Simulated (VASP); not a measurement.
# BeS (Fm-3m) in VASP: notebook, part 2 of 2

VASP 6.6.1. The steps go on from the part before.

## (3) Single point, PBE-based screened hybrid

The input, POSCAR:

```
BeS
1.0
    0.0000000000      2.3172971969      2.3172971969
    2.3172971969      0.0000000000      2.3172971969
    2.3172971969      2.3172971969      0.0000000000
Be S
1 1
Direct
    0.0000000000      0.0000000000      0.0000000000
    0.5000000000      0.5000000000      0.5000000000
```

The input, INCAR.step1:

```
PREC = Accurate
ENCUT = 520
EDIFF = 1E-5
ISMEAR = 0
SIGMA = 0.01
LREAL = False
LASPH = True
NELM = 100
ALGO = Normal
ISIF = 2
LWAVE = True
LCHARG = False
GGA = PE
NBANDS = 11
```

The input, INCAR.step2:

```
PREC = Accurate
ENCUT = 520
EDIFF = 1E-6
ISMEAR = 0
SIGMA = 0.01
LREAL = False
LASPH = True
NELM = 100
ALGO = Normal
ISIF = 2
LWAVE = False
LCHARG = False
GGA = PE
LHFCALC = True
AEXX = 0.4
HFSCREEN = 0.1
PRECFOCK = Normal
ISTART = 1
NBANDS = 11
```

The input, KPOINTS:

```
Automatic mesh
0
Gamma
  4 4 4
```

Potentials or basis: VASP PAW PBE potentials, release 64 (Be, S).

The run is started by

```console
$ cat potpaw_PBE.64/Be/POTCAR potpaw_PBE.64/S/POTCAR > POTCAR
$ cp INCAR.step1 INCAR
$ mpirun -np 1 vasp_std > vasp.out
$ cp INCAR.step2 INCAR
$ mpirun -np 1 vasp_std > vasp.out
```

It took 3.4 min on 1 thread of Intel Xeon 8259CL, shared host; peak memory 0.24 GiB.

It converged, with:

- Free energy: -11.3916 eV
- Pressure: -2.2 GPa
- Band gap on the k mesh: 3.20 eV, indirect (least direct gap 6.51 eV)

Levels at points of the mesh, in eV from the valence-band top:
| k point | band 1 | band 2 | band 3 | band 4 | band 5 | band 6 | band 7 | band 8 |
| --- | --- | --- | --- | --- | --- | --- | --- | --- |
| (0.00, 0.00, 0.00) | -17.23 | 0.00 | 0.00 | 0.00 | 8.15 | 11.59 | 11.59 | 11.59 |
| (0.50, 0.00, 0.00) | -14.60 | -8.07 | -0.24 | -0.24 | 6.51 | 6.51 | 6.73 | 13.45 |
| (0.50, 0.50, 0.00) | -13.38 | -7.50 | -3.32 | -3.32 | 3.20 | 6.69 | 15.35 | 15.35 |

Caveat: the k points lie up to 0.59 Å⁻¹ apart; the PAW data sets were made with another functional, which shifts forces and pressure a little. A k mesh can miss the band edges.

## (4) Single point, LDA

The input, INCAR:

```
PREC = Accurate
ENCUT = 600
EDIFF = 1E-6
ISMEAR = 0
SIGMA = 0.01
LREAL = False
LASPH = True
NELM = 120
ALGO = Normal
ISIF = 2
LWAVE = False
LCHARG = False
GGA = CA
NBANDS = 11
GGA_COMPAT = False
```

KPOINTS is that of step 3.

POSCAR is that of step 3.

Potentials or basis: VASP PAW LDA potentials, release 64 (Be, S).

The run is started by

```console
$ cat potpaw_LDA.64/Be/POTCAR potpaw_LDA.64/S/POTCAR > POTCAR
$ mpirun -np 1 vasp_std > vasp.out
```

Run time: 3.2 s. Hardware: 1 thread of Intel Xeon Platinum 8259CL at 2.50GHz (Skylake/Cascade Lake), shared host; peak memory 0.13 GiB.

It converged, with:

```
Free energy            : -9.9529 eV
Pressure               : -4.0 GPa
Band gap on the k mesh : 1.23 eV, indirect (least direct gap 4.13 eV)
```

Levels at points of the mesh, in eV from the valence-band top:
```
           k point  band 2  band 3  band 4  band 5  band 6  band 7
(0.00, 0.00, 0.00)    0.00    0.00    0.00    5.50    9.07    9.07
(0.50, 0.00, 0.00)   -6.94   -0.19   -0.19    4.08    4.08    4.28
(0.50, 0.50, 0.00)   -6.53   -2.90   -2.90    1.23    4.51   11.83
```

Caveat: the k points lie up to 0.59 Å⁻¹ apart. A k mesh can miss the band edges.

## (5) Single point, PBE

The input, INCAR:

```
SYSTEM = BeS
ALGO     = Normal         ! electronic algorithm
EDIFF    = 1E-6           ! SCF threshold, eV
ENCUT    = 600            ! plane-wave cutoff, eV
GGA      = PE             ! functional
GGA_COMPAT= .False.      
ISIF     = 2              ! what is computed and relaxed
ISMEAR   = 0              ! smearing method
LASPH    = .True.         ! aspherical terms in the spheres
LCHARG   = .False.        ! write CHGCAR
LREAL    = .False.        ! projectors in reciprocal space
LWAVE    = .False.        ! write WAVECAR
NBANDS   = 11             ! bands
NELM     = 120            ! most SCF steps
PREC     = Accurate       ! precision mode
SIGMA    = 0.01           ! smearing width, eV
```

The input, KPOINTS:

```
k-points
0
Gamma
  4 4 4
  0 0 0
```

POSCAR is that of step 4.

Potentials or basis: VASP PAW PBE potentials, release 64 (Be, S).

The run is started by

```console
$ cat potpaw_PBE.64/Be/POTCAR potpaw_PBE.64/S/POTCAR > POTCAR
$ mpirun -np 1 vasp_std > vasp.out
```

OUTCAR:

```text
SYSTEM = BeS
   EDIFF = 1E-6
   ENCUT = 600
   GGA = PE
   ISIF = 2
   ISMEAR = 0
   LASPH = .True.
   LREAL = .False.
   NELM = 120
   PREC = Accurate

 ion  position               nearest neighbor table
   1  0.000  0.000  0.000-   2 2.32   2 2.32   2 2.32   2 2.32   2 2.32   2 2.32
   2  0.500  0.500  0.500-   1 2.32   1 2.32   1 2.32   1 2.32   1 2.32   1 2.32

  LATTYP: Found a face centered cubic cell.
 ALAT       =     4.6345943938

  Lattice vectors:

[... 282 lines left out ...]

  FORCE on cell =-STRESS in cart. coord.  units (eV):
  Direction    XX          YY          ZZ          XY          YZ          ZX
  --------------------------------------------------------------------------------------
  -------------------------------------------------------------------------------------
  Total        0.1654232      0.1654232      0.1654232      0.0000000      0.0000000      0.0000000
  in kB       10.6495630     10.6495630     10.6495630      0.0000000      0.0000000      0.0000000
  external PRESSURE =      10.6495630 kB  Pullay stress =       0.0000000 kB

 VOLUME and BASIS-vectors are now :
 -----------------------------------------------------------------------------
  energy-cutoff  :      600.00
  volume of cell :       24.89
      direct lattice vectors                 reciprocal lattice vectors
     0.000000000  2.317297197  2.317297197    -0.215768612  0.215768612  0.215768612
     2.317297197  0.000000000  2.317297197     0.215768612 -0.215768612  0.215768612
     2.317297197  2.317297197  0.000000000     0.215768612  0.215768612 -0.215768612

 POSITION                                       TOTAL-FORCE (eV/Angst)
 -----------------------------------------------------------------------------------
      0.00000      0.00000      0.00000         0.000000     -0.000000     -0.000000
      2.31730      2.31730      2.31730        -0.000000      0.000000      0.000000
 -----------------------------------------------------------------------------------
    total drift:                                0.000000      0.000000      0.000000

  FREE ENERGIE OF THE ION-ELECTRON SYSTEM (eV)
  ---------------------------------------------------
  free  energy   TOTEN  =        -8.7457522763 eV

  energy  without entropy=       -8.7457522763  energy(sigma->0) =       -8.74575228
```

OSZICAR:

```text
N       E                     dE             d eps       ncg     rms          rms(c)
DAV:   1     0.232760332439E+02    0.23276E+02   -0.42861E+03   176   0.720E+02
DAV:   2    -0.711767400500E+01   -0.30394E+02   -0.27568E+02   223   0.118E+02
DAV:   3    -0.882989936732E+01   -0.17122E+01   -0.17051E+01   221   0.271E+01
DAV:   4    -0.884126289416E+01   -0.11364E-01   -0.11361E-01   227   0.260E+00
DAV:   5    -0.884134322361E+01   -0.80329E-04   -0.80328E-04   239   0.226E-01    0.603E+00
DAV:   6    -0.874669994917E+01    0.94643E-01   -0.22389E-01   202   0.199E+00    0.415E+00
DAV:   7    -0.874465360215E+01    0.20463E-02   -0.76742E-02   214   0.134E+00    0.176E+00
DAV:   8    -0.874576377548E+01   -0.11102E-02   -0.65133E-03   191   0.415E-01    0.325E-01
DAV:   9    -0.874573689291E+01    0.26883E-04   -0.18270E-04   214   0.837E-02    0.580E-02
DAV:  10    -0.874575130282E+01   -0.14410E-04   -0.21774E-05   211   0.285E-02    0.106E-02
DAV:  11    -0.874575236106E+01   -0.10582E-05   -0.31783E-06   197   0.103E-02    0.464E-03
DAV:  12    -0.874575227629E+01    0.84772E-07   -0.15134E-07    97   0.252E-03
   1 F= -.87457523E+01 E0= -.87457523E+01  d E =-.823414E-17
```

It took 5.2 s on 1 thread of Intel Xeon Platinum 8259CL at 2.50GHz (Skylake/Cascade Lake), shared host; peak memory 0.14 GiB.

Results:

| Item | Value |
| --- | --- |
| Free energy | -8.7458 eV |
| Pressure | 1.1 GPa |
| Band gap on the k mesh | 1.24 eV, indirect (least direct gap 4.12 eV) |

Levels at points of the mesh, in eV from the valence-band top:
```tsv
k point	band 2	band 3	band 4	band 5	band 6	band 7
(0.00, 0.00, 0.00)	0.00	0.00	0.00	5.57	9.11	9.11
(0.50, 0.00, 0.00)	-6.93	-0.20	-0.20	4.19	4.19	4.41
(0.50, 0.50, 0.00)	-6.49	-2.88	-2.88	1.24	4.61	12.03
```

Caveat: the k points lie up to 0.59 Å⁻¹ apart.

## (6) Summary

| level | potentials or basis | cutoff (eV) | grid for exact exchange (PRECFOCK) | screening parameter | share of exact exchange | gap on the mesh (eV) | pressure (GPa) |
| --- | --- | --- | --- | --- | --- | --- | --- |
| HSE06 | VASP PAW PBE potentials, release 64 (Be, S) | 520 | Normal | 0.2079 1/Å | - | 2.07 | -0.7 |
| PBE-based screened hybrid | VASP PAW PBE potentials, release 64 (Be, S) | 520 | Normal | 0.1 1/Å | 0.4 | 3.20 | -2.2 |
| LDA | VASP PAW LDA potentials, release 64 (Be, S) | 600 | - | - | - | 1.23 | -4.0 |
| PBE | VASP PAW PBE potentials, release 64 (Be, S) | 600 | - | - | - | 1.24 | 1.1 |

Alike in all rows: task single point; no spin polarisation; cell as given; k mesh 4 × 4 × 4; smearing gaussian 0.01 eV.

Caveats: all runs use coarse meshes; the PAW data sets were made with another functional, which shifts forces and pressure a little (some runs).

Absolute energies hang on the potentials; compare differences alone.
